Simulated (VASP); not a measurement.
# CdS (F-43m) in VASP: notebook

CdS is run at these levels: LDA; tasks: single point, relaxation of the atoms.

Everything below comes from runs of VASP 6.6.1. Logs are shortened: lines on timing, memory, paths and dates and some standing lists are left out, and cuts for length are marked.

## 1. The cell of the first run

It takes space group F-43m (No. 216, cubic). Conventional cell: a = 5.879 Å, b = 5.879 Å, c = 5.879 Å, α = 90.00°, β = 90.00°, γ = 90.00°. Within 3.4 Å of Cd (site symmetry -43m) lie 4 S at 2.55 Å. S (site symmetry -43m) has 4 Cd at 2.55 Å within 3.4 Å.

## 2. Single point, LDA (strained cell)

The input, INCAR:

```
SYSTEM = CdS
PREC = Accurate
ENCUT = 520
EDIFF = 1E-6
ISMEAR = 0
SIGMA = 0.02
LREAL = .False.
LASPH = .True.
NELM = 80
ALGO = Normal
ISIF = 2
LWAVE = .False.
LCHARG = .False.
GGA = CA
NBANDS = 16
```

The input, KPOINTS:

```
Automatic mesh
0
Gamma
  8 8 8
  0 0 0
```

The input, POSCAR:

```
CdS
1.0
    0.0000000000      2.9393400439      2.9393400439
    2.9393400439      0.0000000000      2.9393400439
    2.9393400439      2.9393400439      0.0000000000
Cd S
1 1
Direct
    0.0000000000      0.0000000000      0.0000000000
    0.7500000000      0.7500000000      0.7500000000
```

Potentials or basis: VASP PAW LDA potentials, release 64 (Cd, S).

The run is started by

```bash
cat potpaw_LDA.64/Cd/POTCAR potpaw_LDA.64/S/POTCAR > POTCAR
mpirun -np 1 vasp_std > vasp.out
```

OUTCAR:

```text
SYSTEM = CdS
   PREC = Accurate
   ENCUT = 520
   EDIFF = 1E-6
   ISMEAR = 0
   LREAL = .False.
   LASPH = .True.
   NELM = 80
   ISIF = 2
   GGA = CA

 ion  position               nearest neighbor table
   1  0.000  0.000  0.000-   2 2.55   2 2.55   2 2.55   2 2.55
   2  0.750  0.750  0.750-   1 2.55   1 2.55   1 2.55   1 2.55

  LATTYP: Found a face centered cubic cell.
 ALAT       =     5.8786800878

  Lattice vectors:

 A1 = (   0.0000000000,   2.9393400439,   2.9393400439)
 A2 = (   2.9393400439,   0.0000000000,   2.9393400439)
 A3 = (   2.9393400439,   2.9393400439,   0.0000000000)

Analysis of symmetry for initial positions (statically):
=====================================================================
 Subroutine PRICEL returns:
 Original cell was already a primitive cell.

 Routine SETGRP: Setting up the symmetry group for a
 face centered cubic supercell.

 Subroutine GETGRP returns: Found 24 space group operations
 (whereof 24 operations were pure point group operations)
 out of a pool of 48 trial point group operations.

The static configuration has the point symmetry T_d .

Analysis of symmetry for dynamics (positions and initial velocities):
=====================================================================
 Subroutine PRICEL returns:
 Original cell was already a primitive cell.

 Routine SETGRP: Setting up the symmetry group for a
 face centered cubic supercell.

 Subroutine GETGRP returns: Found 24 space group operations
 (whereof 24 operations were pure point group operations)
 out of a pool of 48 trial point group operations.

The dynamic configuration has the point symmetry T_d .

 Subroutine INISYM returns: Found 24 space group operations
 (whereof 24 operations are pure point group operations),
 and found     1 'primitive' translations

----------------------------------------------------------------------------------------

                                     Primitive cell

  volume of cell :      50.7901

  direct lattice vectors                    reciprocal lattice vectors
     0.000000000  2.939340044  2.939340044    -0.170106212  0.170106212  0.170106212
     2.939340044  0.000000000  2.939340044     0.170106212 -0.170106212  0.170106212
     2.939340044  2.939340044  0.000000000     0.170106212  0.170106212 -0.170106212

  length of vectors
     4.156854555  4.156854555  4.156854555     0.294632601  0.294632601  0.294632601

  position of ions in fractional coordinates (direct lattice)
     0.000000000  0.000000000  0.000000000
     0.750000000  0.750000000  0.750000000

  ion indices of the primitive-cell ions
   primitive index   ion index
                 1           1
                 2           2

----------------------------------------------------------------------------------------

 KPOINTS: Automatic mesh

Automatic generation of k-mesh.
 Grid dimensions read from file:
 generate k-points for:    8    8    8

 Generating k-lattice:

  Cartesian coordinates                     Fractional coordinates (reciprocal lattice)
    -0.021263276  0.021263276  0.021263276     0.125000000  0.000000000  0.000000000
     0.021263276 -0.021263276  0.021263276     0.000000000  0.125000000  0.000000000
     0.021263276  0.021263276 -0.021263276     0.000000000  0.000000000  0.125000000

  Length of vectors
     0.036829075  0.036829075  0.036829075

  Shift w.r.t. Gamma in fractional coordinates (k-lattice)
     0.000000000  0.000000000  0.000000000

 Subroutine IBZKPT returns following result:
 ===========================================

 Found     29 irreducible k-points:

 Following reciprocal coordinates:
            Coordinates               Weight
  0.000000  0.000000  0.000000      1.000000
  0.125000  0.000000  0.000000      8.000000
  0.250000  0.000000  0.000000      8.000000
  0.375000  0.000000  0.000000      8.000000
  0.500000  0.000000  0.000000      4.000000
  0.125000  0.125000  0.000000      6.000000
[... 16 lines left out ...]
  0.500000  0.250000  0.125000     48.000000
 -0.375000  0.250000  0.125000     24.000000
 [... further k-points ...]
   k-points           NKPTS =     29   k-points in BZ     NKDIM =     29   number of bands    NBANDS=     16
   number of dos      NEDOS =    301   number of ions     NIONS =      2
   total plane-waves  NPLWV =  32768
   dimension x,y,z NGX =    32 NGY =   32 NGZ =   32
   dimension x,y,z NGXF=    64 NGYF=   64 NGZF=   64
   ions per type =               1   1
   NGX,Y,Z   is equivalent  to a cutoff of  12.80, 12.80, 12.80 a.u.
   NGXF,Y,Z  is equivalent  to a cutoff of  25.60, 25.60, 25.60 a.u.
 SYSTEM =  CdS
   PREC   = accura    normal or accurate (medium, high low for compatibility)
   ISTART =      0    job   : 0-new  1-cont  2-samecut
   ICHARG =      2    charge: 1-file 2-atom 10-const
   ISPIN  =      1    spin polarized calculation?
   LNONCOLLINEAR =      F non collinear calculations
   LSORBIT =      F    spin-orbit coupling
   LASPH  =      T    aspherical Exc in radial PAW
   ENCUT  =  520.0 eV  38.22 Ry    6.18 a.u.   7.73  7.73  7.73*2*pi/ulx,y,z
   NELM   =     80;   NELMIN=  2; NELMDL= -5     # of ELM steps
   EDIFF  = 0.1E-05   stopping-criterion for ELM
   LREAL  =      F    real-space projection
   EDIFFG = 0.1E-04   stopping-criterion for IOM
   NSW    =      0    number of steps for IOM
   IBRION =     -1    ionic relax: 0-MD 1-quasi-New 2-CG
   NFREE  =      0    steps in history (QN), initial steepest desc. (CG)
   ISIF   =      2    stress and relaxation
   ISYM   =      2    0-nonsym 1-usesym 2-fastsym
   POTIM  = 0.5000    time-step for ionic-motion
   TEBEG  =    0.0;   TEEND  =   0.0 temperature during run
   PSTRESS=    0.0 pullay stress
   NELECT =      18.0000    total number of electrons
   NUPDOWN=      -1.0000    fix difference up-down
   EMIN   =  10.00;   EMAX   =-10.00  energy-range for DOS
   EFERMI =   0.00;   METHOD = LEGACY
   ISMEAR =     0;   SIGMA  =   0.02  broadening in eV -4-tet -1-fermi 0-gaus
   EFERMI_NEDOS =   21; number of points for ismear=-14 and -15
   IALGO  =     38    algorithm
   IMIX   =      4    mixing-type and parameters
     AMIX     =   0.40;   BMIX     =  1.00
     AMIX_MAG =   1.60;   BMIX_MAG =  1.00
  volume/ion in A,a.u.               =      25.40       171.37
  Fermi-wavevector in a.u.,A,eV,Ry     =   1.158526  2.189297 18.261506  1.342183
  Thomas-Fermi vector in A             =   2.295127
   LORBIT       =      0    0 simple, 1 ext, 2 COOP (PROOUT), +10 PAW based schemes
   GGA     = CA    functional components
   LHFCALC =     F    Hartree Fock is set to
   AEXX    =    0.0000 exact exchange contribution
   IVDW    =     0    specifies the selected vdW correction
   LEPSILON=     F    determine dielectric tensor
   LRPA    =     F    only Hartree local field effects (RPA)
 non-spin polarized calculation
 Gauss-broadening in eV      SIGMA  =   0.02
  energy-cutoff  :      520.00
  volume of cell :       50.79
 maximum number of plane-waves:      1384
   NGX = 15   NGY = 15   NGZ = 15

 number of electron      18.0000005 magnetization

 Free energy of the ion-electron system (eV)
  ---------------------------------------------------
  ext. energy  EPLUGINS =         0.00000000
  ---------------------------------------------------
  free energy    TOTEN  =        -7.37852898 eV

  energy without entropy =       -7.37852898  energy(sigma->0) =       -7.37852898

 E-fermi :   1.0171     XC(G=0):  -9.4803

 val. band max:        0.9255449685   @ k =   0.0000   0.0000   0.0000
 cond. band min:       1.7665331033   @ k =   0.0000   0.0000   0.0000
 fundamental gap:      0.8409881349
 Fermi energy:         1.0170774099

 k-point     1 :       0.0000    0.0000    0.0000
  band No.  band energies     occupation
      1     -11.2884      2.00000
      2      -6.7667      2.00000
      3      -6.7667      2.00000
      4      -6.7667      2.00000
      5      -6.3131      2.00000
      6      -6.3131      2.00000
[... 8 lines left out ...]
     15      12.3297      0.00000
     16      12.3297      0.00000

 k-point     2 :       0.1250    0.0000    0.0000
  band No.  band energies     occupation
      1     -11.2270      2.00000
      2      -6.7454      2.00000
      3      -6.7454      2.00000
      4      -6.7155      2.00000
      5      -6.3142      2.00000
      6      -6.3142      2.00000
[... 8 lines left out ...]
     15      11.6823      0.00000
     16      12.4926      0.00000

 k-point     3 :       0.2500    0.0000    0.0000
  band No.  band energies     occupation
      1     -11.0779      2.00000
      2      -6.6991      2.00000
      3      -6.6991      2.00000
      4      -6.5312      2.00000
      5      -6.3093      2.00000
      6      -6.3093      2.00000
[... 8 lines left out ...]
     15      11.4296      0.00000
     16      11.8735      0.00000

 k-point     4 :       0.3750    0.0000    0.0000
  band No.  band energies     occupation
      1     -10.9289      2.00000
      2      -6.6637      2.00000
      3      -6.6637      2.00000
      4      -6.2905      2.00000
      5      -6.2905      2.00000
      6      -6.1923      2.00000
[... 8 lines left out ...]
     15      12.2727      0.00000
     16      12.2727      0.00000
[... 324 lines left out ...]
 k-point    22 :       0.3750    0.2500    0.1250
  band No.  band energies     occupation
      1     -10.9686      2.00000
      2      -6.6498      2.00000
      3      -6.6253      2.00000
      4      -6.4680      2.00000
      5      -6.3061      2.00000
      6      -6.2549      2.00000
[... 8 lines left out ...]
     15      12.7945      0.00000
     16      14.4926      0.00000

 k-point    23 :       0.5000    0.2500    0.1250
  band No.  band energies     occupation
      1     -10.8515      2.00000
      2      -6.6168      2.00000
      3      -6.5913      2.00000
      4      -6.3763      2.00000
      5      -6.2816      2.00000
      6      -6.0301      2.00000
[... 8 lines left out ...]
     15      13.4478      0.00000
     16      13.8827      0.00000

 k-point    24 :      -0.3750    0.2500    0.1250
  band No.  band energies     occupation
      1     -10.8037      2.00000
      2      -6.6126      2.00000
      3      -6.5752      2.00000
      4      -6.3390      2.00000
      5      -6.2880      2.00000
      6      -5.8378      2.00000
[... 8 lines left out ...]
     15      12.9860      0.00000
     16      13.9291      0.00000

 [... further k-points ...]

------------------------ aborting loop because EDIFF is reached ----------------------------------------

  FORCE on cell =-STRESS in cart. coord.  units (eV):
  Direction    XX          YY          ZZ          XY          YZ          ZX
  --------------------------------------------------------------------------------------
  -------------------------------------------------------------------------------------
  Total       -1.0434377     -1.0434377     -1.0434377      0.0000000      0.0000000      0.0000000
  in kB      -32.9152852    -32.9152852    -32.9152852      0.0000000      0.0000000      0.0000000
  external PRESSURE =     -32.9152852 kB  Pullay stress =       0.0000000 kB

 VOLUME and BASIS-vectors are now :
 -----------------------------------------------------------------------------
  energy-cutoff  :      520.00
  volume of cell :       50.79
      direct lattice vectors                 reciprocal lattice vectors
     0.000000000  2.939340044  2.939340044    -0.170106212  0.170106212  0.170106212
     2.939340044  0.000000000  2.939340044     0.170106212 -0.170106212  0.170106212
     2.939340044  2.939340044  0.000000000     0.170106212  0.170106212 -0.170106212

 POSITION                                       TOTAL-FORCE (eV/Angst)
 -----------------------------------------------------------------------------------
      0.00000      0.00000      0.00000        -0.000000      0.000000     -0.000000
      4.40901      4.40901      4.40901         0.000000     -0.000000      0.000000
 -----------------------------------------------------------------------------------
    total drift:                               -0.000000     -0.000000     -0.000000

  FREE ENERGIE OF THE ION-ELECTRON SYSTEM (eV)
  ---------------------------------------------------
  free  energy   TOTEN  =        -7.3785289818 eV

  energy  without entropy=       -7.3785289818  energy(sigma->0) =       -7.37852898
```

It took 29 s on 1 thread of Intel Xeon 8259CL, shared host; peak memory 0.16 GiB.

Results:

- Free energy: -7.3785 eV
- Pressure: -3.3 GPa
- Band gap on the k mesh: 0.84 eV

Caveat: the cell differs from its parent crystal (strained cell); the cell stands under tension.

## 3. Relaxation of the atoms, LDA (strained cell)

The input, INCAR:

```
ALGO = Normal ; EDIFF = 1E-6
EDIFFG = -0.002 ; ENCUT = 520
IBRION = 2 ; ISIF = 2
ISMEAR = 0 ; LASPH = T
LCHARG = F ; LREAL = F
LWAVE = F ; NELM = 80
NSW = 60 ; PREC = Accurate
SIGMA = 0.02
```

The input, KPOINTS:

```
k-points
0
Gamma
  8 8 8
```

POSCAR is that of step 2.

Potentials or basis: VASP PAW LDA potentials, release 64 (Cd, S).

The run is started by

```bash
cat potpaw_LDA.64/Cd/POTCAR potpaw_LDA.64/S/POTCAR > POTCAR
mpirun -np 1 vasp_std > vasp.out
```

It took 17 s on 1 thread of Intel Xeon 8259CL, shared host; peak memory 0.16 GiB.

It converged, with:

* Free energy: -7.3785 eV
* Pressure after relaxing: -3.3 GPa
* Band gap on the k mesh: 0.84 eV

Final structure:
```
CELL_PARAMETERS angstrom
0.00000 2.93934 2.93934
2.93934 0.00000 2.93934
2.93934 2.93934 0.00000
ATOMIC_POSITIONS crystal
Cd 0.00000 0.00000 0.00000
S 0.75000 0.75000 0.75000
```

Levels at points of the mesh, in eV from the valence-band top:
```tsv
k point	band 7	band 8	band 9	band 10	band 11	band 12
(0.00, 0.00, 0.00)	0.00	0.00	0.00	0.84	6.36	6.36
(0.50, 0.00, 0.00)	-4.38	-0.74	-0.74	2.75	6.84	6.84
(0.50, 0.50, 0.00)	-3.95	-1.84	-1.84	3.35	4.14	8.86
```

Caveat: the cell differs from its parent crystal (strained cell); the relaxation stopped at its first step, so nothing moved.
